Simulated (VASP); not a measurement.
# Al2O3 (R-3c) in VASP: further runs, part 2 of 2

VASP 6.6.1. The steps go on from the part before.

**3. Relaxation of cell and atoms, r2SCAN**

This run uses another cell than the first one, of 8.79 Å³/atom.

Input file POSCAR:

```
Al2O3
1.0
    5.1885867000      0.0000000000      0.0000000000
    2.9552446800      4.2647345200      0.0000000000
    2.9552446800      1.5475973200      3.9740317900
Al O
4 6
Direct
    0.3550000000      0.3550000000      0.3550000000
    0.1450000000      0.1450000000      0.1450000000
    0.6450000000      0.6450000000      0.6450000000
    0.8550000000      0.8550000000      0.8550000000
    0.5530000000      0.9470000000      0.2500000000
    0.2500000000      0.5530000000      0.9470000000
    0.9470000000      0.2500000000      0.5530000000
    0.4470000000      0.0530000000      0.7500000000
    0.7500000000      0.4470000000      0.0530000000
    0.0530000000      0.7500000000      0.4470000000
```

Input file INCAR.step1:

```
PREC = Accurate ; ENCUT = 600
ISMEAR = -1 ; SIGMA = 0.1
LREAL = False ; LASPH = True
NELM = 100 ; GGA = PE
ALGO = Normal ; EDIFF = 1E-4
LWAVE = True ; LCHARG = False
```

Input file INCAR.step2:

```
PREC = Accurate ; ENCUT = 600
EDIFF = 1E-6 ; ISMEAR = -1
SIGMA = 0.1 ; LREAL = False
LASPH = True ; NELM = 100
ALGO = Normal ; ISIF = 3
LWAVE = False ; LCHARG = False
METAGGA = R2SCAN ; LMIXTAU = True
IBRION = 2 ; NSW = 60
EDIFFG = -0.01 ; ISTART = 1
```

Input file KPOINTS:

```
Automatic mesh
0
Gamma
  5 5 5
```

Potentials or basis: VASP PAW PBE potentials, release 64 (Al, O).

Command:

```bash
> cat potpaw_PBE.64/Al/POTCAR potpaw_PBE.64/O/POTCAR > POTCAR
> cp INCAR.step1 INCAR
> mpirun -np 1 vasp_std > vasp.out
> cp INCAR.step2 INCAR
> mpirun -np 1 vasp_std > vasp.out
```

OUTCAR:

```text
PREC = Accurate
   ENCUT = 600
   EDIFF = 1E-6
   ISMEAR = -1
   LREAL = False
   LASPH = True
   NELM = 100
   ISIF = 3
   METAGGA = R2SCAN
   IBRION = 2
   NSW = 60
   EDIFFG = -0.01
   ISTART = 1

 ion  position               nearest neighbor table
   1  0.355  0.355  0.355-   8 1.87   9 1.87  10 1.87   7 2.01   6 2.01   5 2.01   2 2.76   3 2.84
                             3 2.84   3 2.84   2 3.22   2 3.22   2 3.22
   2  0.145  0.145  0.145-  10 1.87   9 1.87   8 1.87   6 2.01   5 2.01   7 2.01   1 2.76   4 2.84
                             4 2.84   4 2.84   1 3.22   1 3.22   1 3.22
   3  0.645  0.645  0.645-   5 1.87   6 1.87   7 1.87  10 2.01   9 2.01   8 2.01   4 2.76   1 2.84
                             1 2.84   1 2.84   4 3.22   4 3.22   4 3.22
   4  0.855  0.855  0.855-   7 1.87   6 1.87   5 1.87   9 2.01   8 2.01  10 2.01   3 2.76   2 2.84
                             2 2.84   2 2.84   3 3.22   3 3.22   3 3.22
   5  0.553  0.947  0.250-   3 1.87   4 1.87   2 2.01   1 2.01
   6  0.250  0.553  0.947-   4 1.87   3 1.87   2 2.01   1 2.01
   7  0.947  0.250  0.553-   4 1.87   3 1.87   1 2.01   2 2.01
   8  0.447  0.053  0.750-   1 1.87   2 1.87   4 2.01   3 2.01
   9  0.750  0.447  0.053-   2 1.87   1 1.87   4 2.01   3 2.01
  10  0.053  0.750  0.447-   2 1.87   1 1.87   3 2.01   4 2.01

  LATTYP: Found a trigonal (rhomboedric) cell.
 ALAT       =     5.1885891388
 COS(alpha) =     0.5695661385

  Lattice vectors:

 A1 = (   5.1885867000,   0.0000000000,   0.0000000000)
 A2 = (   2.9552446800,   4.2647345200,   0.0000000000)
 A3 = (   2.9552446800,   1.5475973200,   3.9740317900)

Analysis of symmetry for initial positions (statically):
=====================================================================
 Subroutine PRICEL returns:
 Original cell was already a primitive cell.

 Routine SETGRP: Setting up the symmetry group for a
 trigonal (rhombohedral) supercell.

 Subroutine GETGRP returns: Found 12 space group operations
 (whereof  6 operations were pure point group operations)
 out of a pool of 12 trial point group operations.

The static configuration has the point symmetry S_6 .
 The point group associated with its full space group is D_3d.

Analysis of symmetry for dynamics (positions and initial velocities):
=====================================================================
 Subroutine PRICEL returns:
 Original cell was already a primitive cell.

 Routine SETGRP: Setting up the symmetry group for a
 trigonal (rhombohedral) supercell.

 Subroutine GETGRP returns: Found 12 space group operations
 (whereof  6 operations were pure point group operations)
 out of a pool of 12 trial point group operations.

The dynamic configuration has the point symmetry S_6 .
 The point group associated with its full space group is D_3d.

 Subroutine INISYM returns: Found 12 space group operations
 (whereof  6 operations are pure point group operations),
 and found     1 'primitive' translations

----------------------------------------------------------------------------------------

                                     Primitive cell

  volume of cell :      87.9372

  direct lattice vectors                    reciprocal lattice vectors
     5.188586700  0.000000000  0.000000000     0.192730710 -0.133552605 -0.091312997
     2.955244680  4.264734520  0.000000000     0.000000000  0.234481184 -0.091313425
     2.955244680  1.547597320  3.974031790     0.000000000  0.000000000  0.251633619

  length of vectors
     5.188586700  5.188586671  5.188589139     0.251633639  0.251633796  0.251633619

  position of ions in fractional coordinates (direct lattice)
     0.355000000  0.355000000  0.355000000
[... 42 lines left out ...]
     0.000000000  0.000000000  0.000000000

 Subroutine IBZKPT returns following result:
 ===========================================

 Found     19 irreducible k-points:

 Following reciprocal coordinates:
            Coordinates               Weight
  0.000000  0.000000  0.000000      1.000000
  0.200000  0.000000  0.000000      6.000000
  0.400000 -0.000000  0.000000      6.000000
  0.200000  0.200000  0.000000      6.000000
  0.400000  0.200000  0.000000     12.000000
 -0.400000  0.200000 -0.000000     12.000000
[... 11 lines left out ...]
  0.400000  0.400000  0.400000      2.000000
 -0.400000  0.400000  0.400000      6.000000
   k-points           NKPTS =     19   k-points in BZ     NKDIM =     19   number of bands    NBANDS=     30
   number of dos      NEDOS =    301   number of ions     NIONS =     10
   total plane-waves  NPLWV =  74088
   dimension x,y,z NGX =    42 NGY =   42 NGZ =   42
   dimension x,y,z NGXF=    84 NGYF=   84 NGZF=   84
   ions per type =               4   6
   NGX,Y,Z   is equivalent  to a cutoff of  13.46, 13.46, 13.46 a.u.
   NGXF,Y,Z  is equivalent  to a cutoff of  26.91, 26.91, 26.91 a.u.
 SYSTEM =  unknown system
   PREC   = accura    normal or accurate (medium, high low for compatibility)
   ISTART =      1    job   : 0-new  1-cont  2-samecut
   ICHARG =      0    charge: 1-file 2-atom 10-const
   ISPIN  =      1    spin polarized calculation?
   LNONCOLLINEAR =      F non collinear calculations
   LSORBIT =      F    spin-orbit coupling
   LASPH  =      T    aspherical Exc in radial PAW
   ENCUT  =  600.0 eV  44.10 Ry    6.64 a.u.  10.36 10.36 10.36*2*pi/ulx,y,z
   NELM   =    100;   NELMIN=  2; NELMDL=  0     # of ELM steps
   EDIFF  = 0.1E-05   stopping-criterion for ELM
   LREAL  =      F    real-space projection
   EDIFFG = -.1E-01   stopping-criterion for IOM
   NSW    =     60    number of steps for IOM
   IBRION =      2    ionic relax: 0-MD 1-quasi-New 2-CG
   NFREE  =      1    steps in history (QN), initial steepest desc. (CG)
   ISIF   =      3    stress and relaxation
   ISYM   =      2    0-nonsym 1-usesym 2-fastsym
   POTIM  = 0.5000    time-step for ionic-motion
   TEBEG  =    0.0;   TEEND  =   0.0 temperature during run
   PSTRESS=    0.0 pullay stress
   NELECT =      48.0000    total number of electrons
   NUPDOWN=      -1.0000    fix difference up-down
   EMIN   =  10.00;   EMAX   =-10.00  energy-range for DOS
   EFERMI =   0.00;   METHOD = LEGACY
   ISMEAR =    -1;   SIGMA  =   0.10  broadening in eV -4-tet -1-fermi 0-gaus
   EFERMI_NEDOS =   21; number of points for ismear=-14 and -15
   IALGO  =     38    algorithm
   IMIX   =      4    mixing-type and parameters
     AMIX     =   0.40;   BMIX     =  1.00
     AMIX_MAG =   1.60;   BMIX_MAG =  1.00
  volume/ion in A,a.u.               =       8.79        59.34
  Fermi-wavevector in a.u.,A,eV,Ry     =   1.337923  2.528308 24.354943  1.790038
  Thomas-Fermi vector in A             =   2.466434
   LORBIT       =      0    0 simple, 1 ext, 2 COOP (PROOUT), +10 PAW based schemes
   METAGGA = R2SCAN    functional components
   LHFCALC =     F    Hartree Fock is set to
   AEXX    =    0.0000 exact exchange contribution
   IVDW    =     0    specifies the selected vdW correction
   LEPSILON=     F    determine dielectric tensor
   LRPA    =     F    only Hartree local field effects (RPA)
 conjugate gradient relaxation of ions
 non-spin polarized calculation
  energy-cutoff  :      600.00
  volume of cell :       87.94
 maximum number of plane-waves:      2967
 NGX is ok and might be reduce to    42
   NGX = 21   NGY = 21   NGZ = 21

--------------------------------------- Ionic step        1  -------------------------------------------

 number of electron      47.9999990 magnetization

 Free energy of the ion-electron system (eV)
  ---------------------------------------------------
  ext. energy  EPLUGINS =         0.00000000
  ---------------------------------------------------
  free energy    TOTEN  =       -96.14893677 eV

  energy without entropy =      -96.14893676  energy(sigma->0) =      -96.14893677

------------------------ aborting loop because EDIFF is reached ----------------------------------------

  FORCE on cell =-STRESS in cart. coord.  units (eV):
  Direction    XX          YY          ZZ          XY          YZ          ZX
  --------------------------------------------------------------------------------------
  -------------------------------------------------------------------------------------
  Total       -5.2925351     -4.5614592     -4.4143557     -0.5275111     -0.1888807     -0.3606721
  in kB      -96.4277228    -83.1078331    -80.4276701     -9.6110260     -3.4413252     -6.5712908
  external PRESSURE =     -86.6544087 kB  Pullay stress =       0.0000000 kB
[... 251 lines left out ...]
--------------------------------------- Ionic step        7  -------------------------------------------

 number of electron      48.0000002 magnetization

 Free energy of the ion-electron system (eV)
  ---------------------------------------------------
  ext. energy  EPLUGINS =         0.00000000
  ---------------------------------------------------
  free energy    TOTEN  =       -96.30568179 eV

  energy without entropy =      -96.30568179  energy(sigma->0) =      -96.30568179

 E-fermi :   8.0049     XC(G=0): -12.2433

 val. band max:        5.7654942844   @ k =   0.0000   0.0000   0.0000
 cond. band min:      12.9588404111   @ k =   0.0000   0.0000   0.0000
 fundamental gap:      7.1933461267
 Fermi energy:         8.0049293371

 k-point     1 :       0.0000    0.0000    0.0000
  band No.  band energies     occupation
      1     -14.4587      2.00000
      2     -12.1571      2.00000
      3     -11.8803      2.00000
      4     -11.8802      2.00000
      5     -11.5696      2.00000
      6     -11.5696      2.00000
[... 653 lines left out ...]
  FREE ENERGIE OF THE ION-ELECTRON SYSTEM (eV)
  ---------------------------------------------------
  free  energy   TOTEN  =       -96.3056817912 eV

  energy  without entropy=      -96.3056817911  energy(sigma->0) =      -96.30568179

 reached required accuracy - stopping structural energy minimisation
```

Run time: 46 min. Hardware: 1 thread of AMD EPYC 7R13, shared host; peak memory 0.27 GiB.

What came out:

- Free energy: -96.3057 eV
- Relaxed volume: 8.47 Å³/atom
- Relaxed cell: a = 5.125 Å, b = 5.125 Å, c = 5.125 Å, α = 55.28°, β = 55.28°, γ = 55.28°
- Space group after relaxing (to 0.1 Å): R-3c (No. 167)
- Energy gained by relaxing: 15.7 meV/atom
- Ionic steps: 7
- Pressure after relaxing: -0.2 GPa
- Largest force after relaxing: 0.007 eV/Å
- Band gap on the k mesh: 7.19 eV

Forces in eV/Å, atoms in the order of the input:
```
Al  -0.006 -0.003 -0.002
Al   0.006  0.003  0.002
Al   0.006  0.003  0.002
Al  -0.006 -0.003 -0.002
O   -0.001  0.001  0.000
O    0.000 -0.001  0.001
O    0.001  0.000 -0.001
O    0.001 -0.001  0.000
O    0.000  0.001 -0.001
O   -0.001  0.000  0.001
```

Step by step:
```
step  energy change (eV)  largest force (eV/Å)  pressure (GPa)  volume (Å³)
   1              0.0000                0.5983           -8.67        87.94
   2             -0.0795                0.1976            8.82        82.02
   3             -0.1342                0.3764            1.51        84.25
   4             -0.1541                0.0328            0.14        84.61
   5             -0.1541                0.0200            0.09        84.63
   6             -0.1567                0.0083           -0.14        84.72
   7             -0.1567                0.0066           -0.17        84.73
```

Final structure:
```
Al O
1.0
     5.12460   -0.00010   -0.00007
     2.91872    4.21220   -0.00007
     2.91872    1.52847    3.92510
Al O
4 6
Cartesian
  3.8571 2.0199 1.3810
  1.6239 0.8504 0.5814
  7.1049 3.7207 2.5439
  9.3381 4.8902 3.3435
  6.3348 4.3572 0.9812
  5.6592 3.7856 3.7042
  7.1895 1.9032 2.1833
  4.6272 1.3833 2.9438
  5.3028 1.9550 0.2208
  3.7725 3.8374 1.7416
```

Levels at points of the mesh, in eV from the valence-band top:
| k point | band 20 | band 21 | band 22 | band 23 | band 24 | band 25 | band 26 | band 27 | band 28 | band 29 |
| --- | --- | --- | --- | --- | --- | --- | --- | --- | --- | --- |
| (0.00, 0.00, 0.00) | -0.52 | -0.52 | -0.05 | -0.05 | 0.00 | 7.19 | 10.14 | 11.99 | 12.62 | 12.62 |

Caveat: the PAW data sets were made with another functional, which shifts forces and pressure a little. r2SCAN opens gaps a little over a GGA but as a rule still falls short of measured ones.

**4. Against experiment**

Step 2. Against the measured gap of Al2O3, 8.7 eV (optical; quoted in “Multi-petahertz electron interference in Cr:Al2O3 solid-state material”, 2018, pmc:5906618), the calculated 7.16 eV is off by -1.54 eV. The value is that of r2SCAN, without temperature or zero-point motion.
